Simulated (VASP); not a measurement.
# TiSe2 (P-3m1) in VASP: single point with PBE-based global hybrid with 40 % exact exchange

Aim: the single point of TiSe2 with PBE-based global hybrid with 40 % exact exchange.

Program: VASP 6.6.1. These are calculated values, not measurements. Logs are shortened: lines on timing, memory, paths and dates and some standing lists are left out, and cuts for length are marked.

## Step 1: The cell of the first run

The structure is trigonal, space group P-3m1 (No. 164). The conventional cell has a = 3.536 Å, b = 3.536 Å, c = 6.004 Å, α = 90.00°, β = 90.00°, γ = 120.00°. Ti (site symmetry -3m) has 6 Se at 2.55 Å within 3.4 Å. Se (site symmetry 3m) has 3 Ti at 2.55 Å within 3.4 Å.

## Step 2: Single point, PBE-based global hybrid with 40 % exact exchange

The input, POSCAR:

```
TiSe2
1.0
    3.5360000000      0.0000000000      0.0000000000
   -1.7680000000      3.0622658300      0.0000000000
    0.0000000000      0.0000000000      6.0040000000
Ti Se
1 2
Direct
    0.0000000000      0.0000000000      0.0000000000
    0.3333333328      0.6666666656      0.2552000000
    0.6666666672      0.3333333344      0.7448000000
```

The input, INCAR.step1:

```
SYSTEM = TiSe2
PREC = Accurate
ENCUT = 400
EDIFF = 1E-5
ISMEAR = -1
SIGMA = 0.05
LREAL = .False.
LASPH = .True.
NELM = 120
ALGO = Normal
ISIF = 2
LWAVE = .True.
NBANDS = 19
GGA = PE
GGA_COMPAT = .False.
```

The input, INCAR.step2:

```
SYSTEM = TiSe2
PREC = Accurate
ENCUT = 400
EDIFF = 1E-6
ISMEAR = -1
SIGMA = 0.05
LREAL = .False.
LASPH = .True.
NELM = 120
ALGO = Normal
ISIF = 2
LWAVE = .False.
LCHARG = .True.
GGA = PE
LHFCALC = .True.
AEXX = 0.4
PRECFOCK = Normal
LELF = .True.
LVHAR = .True.
NBANDS = 19
ISTART = 1
GGA_COMPAT = .False.
```

The input, KPOINTS:

```
Automatic mesh
0
Gamma
  6 6 2
  0 0 0
```

Potentials or basis: VASP PAW PBE potentials, release 64 (Ti_sv, Se).

On the command line:

```console
$ cat potpaw_PBE.64/Ti_sv/POTCAR potpaw_PBE.64/Se/POTCAR > POTCAR
$ cp INCAR.step1 INCAR
$ mpirun -np 1 vasp_std > vasp.out
$ cp INCAR.step2 INCAR
$ mpirun -np 1 vasp_std > vasp.out
```

OUTCAR:

```text
SYSTEM = TiSe2
   PREC = Accurate
   ENCUT = 400
   EDIFF = 1E-6
   ISMEAR = -1
   LREAL = .False.
   LASPH = .True.
   NELM = 120
   ISIF = 2
   GGA = PE
   LHFCALC = .True.
   AEXX = 0.4
   PRECFOCK = Normal
   ISTART = 1

 ion  position               nearest neighbor table
   1  0.000  0.000  0.000-   2 2.55   3 2.55   3 2.55   2 2.55   2 2.55   3 2.55
   2  0.333  0.667  0.255-   1 2.55   1 2.55   1 2.55
   3  0.667  0.333  0.745-   1 2.55   1 2.55   1 2.55

  LATTYP: Found a hexagonal cell.
 ALAT       =     3.5360000000
 C/A-ratio  =     1.6979638009

  Lattice vectors:

 A1 = (   3.5360000000,   0.0000000000,   0.0000000000)
 A2 = (  -1.7680000000,   3.0622658300,   0.0000000000)
 A3 = (   0.0000000000,   0.0000000000,   6.0040000000)

Analysis of symmetry for initial positions (statically):
=====================================================================
 Subroutine PRICEL returns:
 Original cell was already a primitive cell.

 Routine SETGRP: Setting up the symmetry group for a
 hexagonal supercell.

 Subroutine GETGRP returns: Found 12 space group operations
 (whereof 12 operations were pure point group operations)
 out of a pool of 24 trial point group operations.

The static configuration has the point symmetry D_3d.

Analysis of symmetry for dynamics (positions and initial velocities):
=====================================================================
 Subroutine PRICEL returns:
 Original cell was already a primitive cell.

 Routine SETGRP: Setting up the symmetry group for a
 hexagonal supercell.

 Subroutine GETGRP returns: Found 12 space group operations
 (whereof 12 operations were pure point group operations)
 out of a pool of 24 trial point group operations.

The dynamic configuration has the point symmetry D_3d.

 Subroutine INISYM returns: Found 12 space group operations
 (whereof 12 operations are pure point group operations),
 and found     1 'primitive' translations

----------------------------------------------------------------------------------------

                                     Primitive cell

  volume of cell :      65.0123

  direct lattice vectors                    reciprocal lattice vectors
     3.536000000  0.000000000  0.000000000     0.282805430  0.163277791  0.000000000
    -1.768000000  3.062265830  0.000000000     0.000000000  0.326555582  0.000000000
     0.000000000  0.000000000  6.004000000     0.000000000  0.000000000  0.166555630

  length of vectors
     3.536000000  3.536000002  6.004000000     0.326555582  0.326555582  0.166555630

  position of ions in fractional coordinates (direct lattice)
     0.000000000  0.000000000  0.000000000
     0.333333333  0.666666666  0.255200000
     0.666666667  0.333333334  0.744800000

  ion indices of the primitive-cell ions
   primitive index   ion index
                 1           1
                 2           2
                 3           3

----------------------------------------------------------------------------------------

 KPOINTS: Automatic mesh

Automatic generation of k-mesh.
 Grid dimensions read from file:
 generate k-points for:    6    6    2

 Generating k-lattice:

  Cartesian coordinates                     Fractional coordinates (reciprocal lattice)
     0.047134238  0.027212965  0.000000000     0.166666667  0.000000000  0.000000000
     0.000000000  0.054425930  0.000000000     0.000000000  0.166666667  0.000000000
     0.000000000  0.000000000  0.083277815     0.000000000  0.000000000  0.500000000

  Length of vectors
     0.054425930  0.054425930  0.083277815

  Shift w.r.t. Gamma in fractional coordinates (k-lattice)
     0.000000000  0.000000000  0.000000000

 Subroutine IBZKPT returns following result:
 ===========================================

 Found     14 irreducible k-points:

 Following reciprocal coordinates:
            Coordinates               Weight
  0.000000  0.000000  0.000000      1.000000
  0.166667  0.000000  0.000000      6.000000
  0.333333  0.000000  0.000000      6.000000
  0.500000 -0.000000  0.000000      3.000000
  0.166667  0.166667  0.000000      6.000000
  0.333333  0.166667  0.000000     12.000000
  0.333333  0.333333  0.000000      2.000000
  0.000000  0.000000  0.500000      1.000000
  0.166667  0.000000  0.500000      6.000000
  0.333333  0.000000  0.500000      6.000000
  0.500000 -0.000000  0.500000      3.000000
  0.166667  0.166667  0.500000      6.000000
  0.333333  0.166667  0.500000     12.000000
  0.333333  0.333333  0.500000      2.000000
   k-points           NKPTS =     14   k-points in BZ     NKDIM =     72   number of bands    NBANDS=     19
   number of dos      NEDOS =    301   number of ions     NIONS =      3
   total plane-waves  NPLWV =  23040
   dimension x,y,z NGX =    24 NGY =   24 NGZ =   40
   dimension x,y,z NGXF=    48 NGYF=   48 NGZF=   80
   ions per type =               1   2
   NGX,Y,Z   is equivalent  to a cutoff of  11.28, 11.28, 11.08 a.u.
   NGXF,Y,Z  is equivalent  to a cutoff of  22.57, 22.57, 22.15 a.u.
 SYSTEM =  TiSe2
   PREC   = accura    normal or accurate (medium, high low for compatibility)
   ISTART =      1    job   : 0-new  1-cont  2-samecut
   ICHARG =      0    charge: 1-file 2-atom 10-const
   ISPIN  =      1    spin polarized calculation?
   LNONCOLLINEAR =      F non collinear calculations
   LSORBIT =      F    spin-orbit coupling
   LASPH  =      T    aspherical Exc in radial PAW
   ENCUT  =  400.0 eV  29.40 Ry    5.42 a.u.   5.77  5.77  9.79*2*pi/ulx,y,z
   NELM   =    120;   NELMIN=  2; NELMDL=  0     # of ELM steps
   EDIFF  = 0.1E-05   stopping-criterion for ELM
   LREAL  =      F    real-space projection
   EDIFFG = 0.1E-04   stopping-criterion for IOM
   NSW    =      0    number of steps for IOM
   IBRION =     -1    ionic relax: 0-MD 1-quasi-New 2-CG
   NFREE  =      0    steps in history (QN), initial steepest desc. (CG)
   ISIF   =      2    stress and relaxation
   ISYM   =      3    0-nonsym 1-usesym 2-fastsym
   POTIM  = 0.5000    time-step for ionic-motion
   TEBEG  =    0.0;   TEEND  =   0.0 temperature during run
   PSTRESS=    0.0 pullay stress
   NELECT =      24.0000    total number of electrons
   NUPDOWN=      -1.0000    fix difference up-down
   EMIN   =  10.00;   EMAX   =-10.00  energy-range for DOS
   EFERMI =   0.00;   METHOD = LEGACY
   ISMEAR =    -1;   SIGMA  =   0.05  broadening in eV -4-tet -1-fermi 0-gaus
   EFERMI_NEDOS =   21; number of points for ismear=-14 and -15
   IALGO  =     38    algorithm
   IMIX   =      1    mixing-type and parameters
     AMIX     =   0.40;   BMIX     =  1.00
     AMIX_MAG =   1.60;   BMIX_MAG =  1.00
  volume/ion in A,a.u.               =      21.67       146.24
  Fermi-wavevector in a.u.,A,eV,Ry     =   1.174393  2.219280 18.765127  1.379198
  Thomas-Fermi vector in A             =   2.310790
   LORBIT       =      0    0 simple, 1 ext, 2 COOP (PROOUT), +10 PAW based schemes
   GGA     = PE    functional components
   LHFCALC =     T    Hartree Fock is set to
   PRECFOCK=normal    Normal, Fast or Accurate (Low or Medium for compatibility)
   ENCUT4O =  -1.0   cutoff for four orbital integrals eV
   NKREDX  =     1    reduce k-point grid by
   NKREDY  =     1    reduce k-point grid by
   NKREDZ  =     1    reduce k-point grid by
   AEXX    =    0.4000 exact exchange contribution
   HFSCREEN=    0.0000 screening length (either q_TF or 0.3 A-1)
   HFSCREENC=   0.0000 screening length for correlation (either q_TF or 0.3 A-1)
   ENCUTFOCK=  -1.0 apply spherical cutoff to Coloumb kernel
   IVDW    =     0    specifies the selected vdW correction
   LEPSILON=     F    determine dielectric tensor
   LRPA    =     F    only Hartree local field effects (RPA)
 non-spin polarized calculation
  energy-cutoff  :      400.00
  volume of cell :       65.01
 maximum number of plane-waves:      1192
 NGX is ok and might be reduce to    24
  NGX = 18; NGY = 18; NGZ = 30

 number of electron      24.0000011 magnetization

 Free energy of the ion-electron system (eV)
  ---------------------------------------------------
  ext. energy  EPLUGINS =         0.00000000
  ---------------------------------------------------
  free energy    TOTEN  =       -28.05198910 eV

  energy without entropy =      -28.05198902  energy(sigma->0) =      -28.05198906

 E-fermi :   4.9279     XC(G=0):  -6.6423

 val. band max:        4.2360036117   @ k =   0.0000   0.0000   0.0000
 cond. band min:       5.6406746420   @ k =   0.5000  -0.0000   0.5000
 fundamental gap:      1.4046710302
 Fermi energy:         4.9279404644

 k-point     1 :       0.0000    0.0000    0.0000
  band No.  band energies     occupation
      1     -62.1019      2.00000
      2     -35.6714      2.00000
      3     -35.6271      2.00000
      4     -35.6271      2.00000
      5     -12.7278      2.00000
      6     -10.9613      2.00000
[... 11 lines left out ...]
     18      11.6302      0.00000
     19      12.1046      0.00000

 k-point     2 :       0.1667    0.0000    0.0000
  band No.  band energies     occupation
      1     -62.1005      2.00000
      2     -35.6668      2.00000
      3     -35.6553      2.00000
      4     -35.6341      2.00000
      5     -12.3761      2.00000
      6     -10.8519      2.00000
[... 11 lines left out ...]
     18      13.1365      0.00000
     19      13.6286      0.00000

 k-point     3 :       0.3333    0.0000    0.0000
  band No.  band energies     occupation
      1     -62.0956      2.00000
      2     -35.7117      2.00000
      3     -35.6573      2.00000
      4     -35.6475      2.00000
      5     -11.5067      2.00000
      6     -10.6507      2.00000
[... 11 lines left out ...]
     18      12.8450      0.00000
     19      13.3831      0.00000

 k-point     4 :       0.5000   -0.0000    0.0000
  band No.  band energies     occupation
      1     -62.0931      2.00000
      2     -35.7399      2.00000
      3     -35.6542      2.00000
      4     -35.6525      2.00000
      5     -10.7636      2.00000
      6     -10.7452      2.00000
[... 187 lines left out ...]
     18      14.1008      0.00000
     19      14.1756      0.00000

 k-point    13 :       0.3333    0.1667    0.5000
  band No.  band energies     occupation
      1     -62.0933      2.00000
      2     -35.7250      2.00000
      3     -35.6685      2.00000
      4     -35.6525      2.00000
      5     -10.8435      2.00000
      6     -10.6656      2.00000
[... 11 lines left out ...]
     18      12.4032      0.00000
     19      13.1781      0.00000

 k-point    14 :       0.3333    0.3333    0.5000
  band No.  band energies     occupation
      1     -62.0918      2.00000
      2     -35.7053      2.00000
      3     -35.7053      2.00000
      4     -35.6507      2.00000
      5     -10.5756      2.00000
      6     -10.5756      2.00000
[... 11 lines left out ...]
     18      13.2384      0.00000
     19      13.2384      0.00000

------------------------ aborting loop because EDIFF is reached ----------------------------------------

  FORCE on cell =-STRESS in cart. coord.  units (eV):
  Direction    XX          YY          ZZ          XY          YZ          ZX
  --------------------------------------------------------------------------------------
  -------------------------------------------------------------------------------------
  Total       -0.2589904     -0.2589904     -0.8066518      0.0000000     -0.0000000      0.0000000
  in kB       -6.3826110     -6.3826110    -19.8792894      0.0000000     -0.0000000      0.0000000
  external PRESSURE =     -10.8815038 kB  Pullay stress =       0.0000000 kB

 VOLUME and BASIS-vectors are now :
 -----------------------------------------------------------------------------
  energy-cutoff  :      400.00
  volume of cell :       65.01
      direct lattice vectors                 reciprocal lattice vectors
     3.536000000  0.000000000  0.000000000     0.282805430  0.163277791  0.000000000
    -1.768000000  3.062265830  0.000000000     0.000000000  0.326555582  0.000000000
     0.000000000  0.000000000  6.004000000     0.000000000  0.000000000  0.166555630

 POSITION                                       TOTAL-FORCE (eV/Angst)
 -----------------------------------------------------------------------------------
      0.00000      0.00000      0.00000         0.000000      0.000000      0.000000
      0.00000      2.04151      1.53222         0.000000      0.000000     -0.555860
      1.76800      1.02076      4.47178        -0.000000     -0.000000      0.555860
 -----------------------------------------------------------------------------------
    total drift:                               -0.000000      0.000000     -0.000000

  FREE ENERGIE OF THE ION-ELECTRON SYSTEM (eV)
  ---------------------------------------------------
  free  energy   TOTEN  =       -28.0519890999 eV

  energy  without entropy=      -28.0519890174  energy(sigma->0) =      -28.05198906
```

Run time: 29 min. Hardware: 1 thread of AMD EPYC 7R43 (Zen 3), shared host; peak memory 0.14 GiB.

Results:

```yaml
Free_energy: -28.0520 eV
Pressure: -1.1 GPa
Largest_force: 0.556 eV/Å
Band_gap_on_the_k_mesh: 1.40 eV (least direct gap 2.05 eV)
```

Forces in eV/Å, atoms in the order of the input:
```
Ti   0.000  0.000  0.000
Se   0.000  0.000 -0.556
Se   0.000  0.000  0.556
```

Stress tensor (GPa, compression positive):
```
-0.64  0.00  0.00
 0.00 -0.64  0.00
 0.00  0.00 -1.99
```

Caveat: the k points lie up to 0.52 Å⁻¹ apart; the PAW data sets were made with another functional, which shifts forces and pressure a little.
